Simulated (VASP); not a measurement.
Here is a VASP 6.6.1 calculation.

INCAR

```
PREC = Accurate
ENCUT = 520
EDIFF = 1E-6
ISMEAR = 0
SIGMA = 0.1
LREAL = False
LASPH = True
NELM = 100
ALGO = Normal
ISIF = 2
LWAVE = False
LCHARG = True
GGA = PS
LELF = True
LVHAR = True
NBANDS = 17
```

File KPOINTS:

```
Automatic mesh
0
Gamma
  9 9 18
```

File POSCAR:

```
Pd
1.0
    4.0007768068      0.0000000000      0.0000000000
    0.0000000000      4.0007768068      0.0000000000
   -2.0003884034      0.0000000000      1.8401891960
Pd
2
Direct
    0.0000000000      0.0000000000      0.0000000000
    0.5000000000      0.5000000000      0.0000000000
```

Potentials or basis: VASP PAW PBE potentials, release 64 (Pd).

The run is started by

```bash
$ cat potpaw_PBE.64/Pd/POTCAR > POTCAR
$ mpirun -np 1 vasp_std > vasp.out
```

Problem. What does it give for the band gap on the k mesh?

Solution. Zero (band 10 reaches 10.16 eV, above the bottom of band 11 at 8.93 eV).

Problem. Predict the pressure.

Solution. -2.5 GPa.

Stress tensor (GPa, compression positive):
```
-3.50  0.00  0.00
 0.00 -3.50  0.00
 0.00  0.00 -0.36
```

Caveat: the PAW data sets were made with another functional, which shifts forces and pressure a little.
